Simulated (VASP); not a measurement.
# RbBr (Pmm2) in VASP: further runs, part 2 of 2

VASP 6.6.1. Earlier steps stand in the parts before.

## Step 3: Single point, PBEsol

The input, INCAR:

```
SYSTEM = RbBr
PREC = Accurate ; ENCUT = 520
EDIFF = 1E-7 ; ISMEAR = 0
SIGMA = 0.05 ; LREAL = .FALSE.
LASPH = .TRUE. ; NELM = 80
ALGO = Normal ; ISIF = 2
LWAVE = .FALSE. ; LCHARG = .TRUE.
GGA = PS ; LELF = .TRUE.
LVHAR = .TRUE. ; NBANDS = 15
```

The input, KPOINTS:

```
Automatic mesh
0
G
  6 6 6
  0 0 0
```

The input, POSCAR:

```
RbBr
1.0
    4.1788423624      0.0000000000      0.0000000000
    0.0000000000      4.1788423624      0.0000000000
    0.0000000000      0.0000000000      4.0701688540
Rb Br
1 1
Direct
   -0.0198457406      0.0000000000      0.0000000000
    0.5212276205      0.5000000000      0.5000000000
```

Potentials or basis: VASP PAW PBE potentials, release 64 (Rb_sv, Br).

Run with:

```console
> cat potpaw_PBE.64/Rb_sv/POTCAR potpaw_PBE.64/Br/POTCAR > POTCAR
> mpirun -np 1 vasp_std > vasp.out
```

OUTCAR:

```text
SYSTEM = RbBr
   PREC = Accurate
   ENCUT = 520
   EDIFF = 1E-7
   ISMEAR = 0
   LREAL = .FALSE.
   LASPH = .TRUE.
   NELM = 80
   ISIF = 2
   GGA = PS

 ion  position               nearest neighbor table
   1  0.980  0.000  0.000-   2 3.49   2 3.49   2 3.49   2 3.49   2 3.69   2 3.69   2 3.69   2 3.69

   2  0.521  0.500  0.500-   1 3.49   1 3.49   1 3.49   1 3.49   1 3.69   1 3.69   1 3.69   1 3.69

  LATTYP: Found a simple tetragonal cell.
 ALAT       =     4.1788423624
 C/A-ratio  =     0.9739943508

  Lattice vectors:

 A1 = (   4.1788423624,   0.0000000000,   0.0000000000)
 A2 = (   0.0000000000,   4.1788423624,   0.0000000000)
 A3 = (   0.0000000000,   0.0000000000,   4.0701688540)

Analysis of symmetry for initial positions (statically):
=====================================================================
 Subroutine PRICEL returns:
 Original cell was already a primitive cell.

 Routine SETGRP: Setting up the symmetry group for a
 simple tetragonal supercell.

 Subroutine GETGRP returns: Found  4 space group operations
 (whereof  4 operations were pure point group operations)
 out of a pool of 16 trial point group operations.

The static configuration has the point symmetry C_2v.

Analysis of symmetry for dynamics (positions and initial velocities):
=====================================================================
 Subroutine PRICEL returns:
 Original cell was already a primitive cell.

 Routine SETGRP: Setting up the symmetry group for a
 simple tetragonal supercell.

 Subroutine GETGRP returns: Found  4 space group operations
 (whereof  4 operations were pure point group operations)
 out of a pool of 16 trial point group operations.

The dynamic configuration has the point symmetry C_2v.

 Subroutine INISYM returns: Found  4 space group operations
 (whereof  4 operations are pure point group operations),
 and found     1 'primitive' translations

----------------------------------------------------------------------------------------

                                     Primitive cell

  volume of cell :      71.0762

  direct lattice vectors                    reciprocal lattice vectors
     4.178842362  0.000000000  0.000000000     0.239300723  0.000000000  0.000000000
     0.000000000  4.178842362  0.000000000     0.000000000  0.239300723  0.000000000
     0.000000000  0.000000000  4.070168854     0.000000000  0.000000000  0.245690053

  length of vectors
     4.178842362  4.178842362  4.070168854     0.239300723  0.239300723  0.245690053

  position of ions in fractional coordinates (direct lattice)
     0.980154259  0.000000000  0.000000000
     0.521227620  0.500000000  0.500000000

  ion indices of the primitive-cell ions
   primitive index   ion index
                 1           1
                 2           2

----------------------------------------------------------------------------------------

 KPOINTS: Automatic mesh

Automatic generation of k-mesh.
 Grid dimensions read from file:
 generate k-points for:    6    6    6

 Generating k-lattice:

  Cartesian coordinates                     Fractional coordinates (reciprocal lattice)
     0.039883454  0.000000000  0.000000000     0.166666667  0.000000000  0.000000000
     0.000000000  0.039883454  0.000000000     0.000000000  0.166666667  0.000000000
     0.000000000  0.000000000  0.040948342     0.000000000  0.000000000  0.166666667

  Length of vectors
     0.039883454  0.039883454  0.040948342

  Shift w.r.t. Gamma in fractional coordinates (k-lattice)
     0.000000000  0.000000000  0.000000000

 Subroutine IBZKPT returns following result:
 ===========================================

 Found     64 irreducible k-points:

 Following reciprocal coordinates:
            Coordinates               Weight
  0.000000  0.000000  0.000000      1.000000
  0.166667  0.000000  0.000000      2.000000
  0.000000  0.166667  0.000000      2.000000
  0.333333  0.000000  0.000000      2.000000
  0.000000  0.333333  0.000000      2.000000
  0.500000  0.000000  0.000000      1.000000
[... 16 lines left out ...]
  0.000000  0.500000  0.166667      2.000000
  0.166667  0.166667  0.166667      8.000000
 [... further k-points ...]
   k-points           NKPTS =     64   k-points in BZ     NKDIM =     64   number of bands    NBANDS=     15
   number of dos      NEDOS =    301   number of ions     NIONS =      2
   total plane-waves  NPLWV =  30720
   dimension x,y,z NGX =    32 NGY =   32 NGZ =   30
   dimension x,y,z NGXF=    64 NGYF=   64 NGZF=   60
   ions per type =               1   1
   NGX,Y,Z   is equivalent  to a cutoff of  12.73, 12.73, 12.25 a.u.
   NGXF,Y,Z  is equivalent  to a cutoff of  25.46, 25.46, 24.51 a.u.
 SYSTEM =  RbBr
   PREC   = accura    normal or accurate (medium, high low for compatibility)
   ISTART =      0    job   : 0-new  1-cont  2-samecut
   ICHARG =      2    charge: 1-file 2-atom 10-const
   ISPIN  =      1    spin polarized calculation?
   LNONCOLLINEAR =      F non collinear calculations
   LSORBIT =      F    spin-orbit coupling
   LASPH  =      T    aspherical Exc in radial PAW
   ENCUT  =  520.0 eV  38.22 Ry    6.18 a.u.   7.77  7.77  7.57*2*pi/ulx,y,z
   NELM   =     80;   NELMIN=  2; NELMDL= -5     # of ELM steps
   EDIFF  = 0.1E-06   stopping-criterion for ELM
   LREAL  =      F    real-space projection
   EDIFFG = 0.1E-05   stopping-criterion for IOM
   NSW    =      0    number of steps for IOM
   IBRION =     -1    ionic relax: 0-MD 1-quasi-New 2-CG
   NFREE  =      0    steps in history (QN), initial steepest desc. (CG)
   ISIF   =      2    stress and relaxation
   ISYM   =      2    0-nonsym 1-usesym 2-fastsym
   POTIM  = 0.5000    time-step for ionic-motion
   TEBEG  =    0.0;   TEEND  =   0.0 temperature during run
   PSTRESS=    0.0 pullay stress
   NELECT =      16.0000    total number of electrons
   NUPDOWN=      -1.0000    fix difference up-down
   EMIN   =  10.00;   EMAX   =-10.00  energy-range for DOS
   EFERMI =   0.00;   METHOD = LEGACY
   ISMEAR =     0;   SIGMA  =   0.05  broadening in eV -4-tet -1-fermi 0-gaus
   EFERMI_NEDOS =   21; number of points for ismear=-14 and -15
   IALGO  =     38    algorithm
   IMIX   =      4    mixing-type and parameters
     AMIX     =   0.40;   BMIX     =  1.00
     AMIX_MAG =   1.60;   BMIX_MAG =  1.00
  volume/ion in A,a.u.               =      35.54       239.82
  Fermi-wavevector in a.u.,A,eV,Ry     =   0.995879  1.881939 13.493925  0.991776
  Thomas-Fermi vector in A             =   2.127930
   LORBIT       =      0    0 simple, 1 ext, 2 COOP (PROOUT), +10 PAW based schemes
   GGA     = PS    functional components
   LHFCALC =     F    Hartree Fock is set to
   AEXX    =    0.0000 exact exchange contribution
   IVDW    =     0    specifies the selected vdW correction
   LEPSILON=     F    determine dielectric tensor
   LRPA    =     F    only Hartree local field effects (RPA)
 non-spin polarized calculation
 Gauss-broadening in eV      SIGMA  =   0.05
  energy-cutoff  :      520.00
  volume of cell :       71.08
 maximum number of plane-waves:      1940
   NGX = 15   NGY = 15   NGZ = 15

 number of electron      16.0000000 magnetization

 Free energy of the ion-electron system (eV)
  ---------------------------------------------------
  ext. energy  EPLUGINS =         0.00000000
  ---------------------------------------------------
  free energy    TOTEN  =        -6.28137984 eV

  energy without entropy =       -6.28137984  energy(sigma->0) =       -6.28137984

 E-fermi :  -0.4461     XC(G=0):  -8.0617

 val. band max:       -0.7599233955   @ k =   0.5000   0.5000   0.0000
 cond. band min:       3.0416017349   @ k =   0.0000   0.0000   0.0000
 fundamental gap:      3.8015251304
 Fermi energy:        -0.4461390834

 k-point     1 :       0.0000    0.0000    0.0000
  band No.  band energies     occupation
      1     -25.8631      2.00000
      2     -13.4471      2.00000
      3      -9.8659      2.00000
      4      -9.8633      2.00000
      5      -9.8433      2.00000
      6      -1.0377      2.00000
      7      -1.0282      2.00000
      8      -0.8943      2.00000
      9       3.0416      0.00000
     10       4.6366      0.00000
     11       4.7283      0.00000
     12       8.9281      0.00000
     13       9.1061      0.00000
     14       9.1581      0.00000
[... 401 lines left out ...]
      2     -13.4137      2.00000
      3      -9.9244      2.00000
      4      -9.9230      2.00000
      5      -9.8385      2.00000
      6      -1.5776      2.00000
      7      -1.3246      2.00000
      8      -1.2676      2.00000
      9       4.6485      0.00000
     10       5.7101      0.00000
     11       5.7919      0.00000
     12       8.0833      0.00000
     13       8.1630      0.00000
     14       8.7981      0.00000
     15      11.1604      0.00000

 [... further k-points ...]
[... 5 lines left out ...]
  --------------------------------------------------------------------------------------
  -------------------------------------------------------------------------------------
  Total       -0.3780187     -0.3639043     -0.0293426      0.0000000      0.0000000      0.0000000
  in kB       -8.5211743     -8.2030124     -0.6614312      0.0000000      0.0000000      0.0000000
  external PRESSURE =      -5.7952059 kB  Pullay stress =       0.0000000 kB

 VOLUME and BASIS-vectors are now :
 -----------------------------------------------------------------------------
  energy-cutoff  :      520.00
  volume of cell :       71.08
      direct lattice vectors                 reciprocal lattice vectors
     4.178842362  0.000000000  0.000000000     0.239300723  0.000000000  0.000000000
     0.000000000  4.178842362  0.000000000     0.000000000  0.239300723  0.000000000
     0.000000000  0.000000000  4.070168854     0.000000000  0.000000000  0.245690053

 POSITION                                       TOTAL-FORCE (eV/Angst)
 -----------------------------------------------------------------------------------
      4.09591      0.00000      0.00000         0.105831      0.000000      0.000000
      2.17813      2.08942      2.03508        -0.105831      0.000000      0.000000
 -----------------------------------------------------------------------------------
    total drift:                               -0.000126     -0.000000      0.000001

  FREE ENERGIE OF THE ION-ELECTRON SYSTEM (eV)
  ---------------------------------------------------
  free  energy   TOTEN  =        -6.2813798360 eV

  energy  without entropy=       -6.2813798360  energy(sigma->0) =       -6.28137984
```

Wall time 20 s (1 thread of Intel Xeon 6975P-C (Granite Rapids), shared host); peak memory 0.21 GiB.

What came out:

* Free energy: -6.2814 eV
* Pressure: -0.6 GPa
* Largest force: 0.106 eV/Å
* Band gap on the k mesh: 3.80 eV, indirect (least direct gap 3.94 eV)

Forces on the atoms (eV/Å):
```
Rb   0.106  0.000  0.000
Br  -0.106  0.000  0.000
```

Caveat: the PAW data sets were made with another functional, which shifts forces and pressure a little. A k mesh can miss the band edges.

## Step 4: Single point, PBEsol

The input, INCAR:

```
ALGO = Normal ; EDIFF = 1E-7
ENCUT = 520 ; GGA = PS
ISIF = 2 ; ISMEAR = 0
LASPH = True ; LCHARG = False
LREAL = False ; LWAVE = False
NBANDS = 15 ; NELM = 60
PREC = Accurate ; SIGMA = 0.05
```

The input, KPOINTS:

```
k-points
0
Gamma
  6 6 6
```

The input, POSCAR:

```
RbBr
1.0
    4.1788423624      0.0000000000      0.0000000000
    0.0000000000      4.1788423624      0.0000000000
    0.0000000000      0.0000000000      4.0701688540
Rb Br
1 1
Direct
   -0.0992287032      0.0000000000      0.0000000000
    0.6061381027      0.5000000000      0.5000000000
```

Run with:

```console
> cat potpaw_PBE.64/Rb_sv/POTCAR potpaw_PBE.64/Br/POTCAR > POTCAR
> mpirun -np 1 vasp_std > vasp.out
```

It took 21 s on 1 thread of Intel Xeon 6975P-C (Granite Rapids), shared host; peak memory 0.21 GiB.

The run converged. Its results:

```yaml
Free_energy: -6.0388 eV
Pressure: 2.5 GPa
Largest_force: 0.621 eV/Å
Band_gap_on_the_k_mesh: 3.95 eV, indirect (least direct gap 4.04 eV)
```

Forces on the atoms (eV/Å):
```
Rb   0.621  0.000  0.000
Br  -0.621  0.000  0.000
```

Stress tensor (GPa, compression positive):
```
1.04 0.00 0.00
0.00 3.04 0.00
0.00 0.00 3.57
```

Levels at points of the mesh, in eV from the valence-band top:
```
           k point  band 6  band 7  band 8  band 9  band 10  band 11
(0.00, 0.00, 0.00)   -0.38   -0.21   -0.09    3.95     5.35     6.95
(0.50, 0.00, 0.00)   -1.61   -0.24   -0.10    6.17     7.16     7.85
(0.00, 0.50, 0.00)   -1.66   -0.38   -0.06    6.12     6.39     7.62
(0.50, 0.50, 0.00)   -1.17   -1.03   -0.22    5.46     6.43     8.31
(0.00, 0.00, 0.50)   -1.68   -0.52   -0.04    6.17     6.45     7.86
(0.50, 0.00, 0.50)   -1.21   -1.00   -0.35    5.53     6.25     8.11
(0.00, 0.50, 0.50)   -0.95   -0.89   -0.08    5.61     7.04     8.12
(0.50, 0.50, 0.50)   -1.20   -1.11   -1.06    6.88     6.91     8.56
```

Caveat: the PAW data sets were made with another functional, which shifts forces and pressure a little.
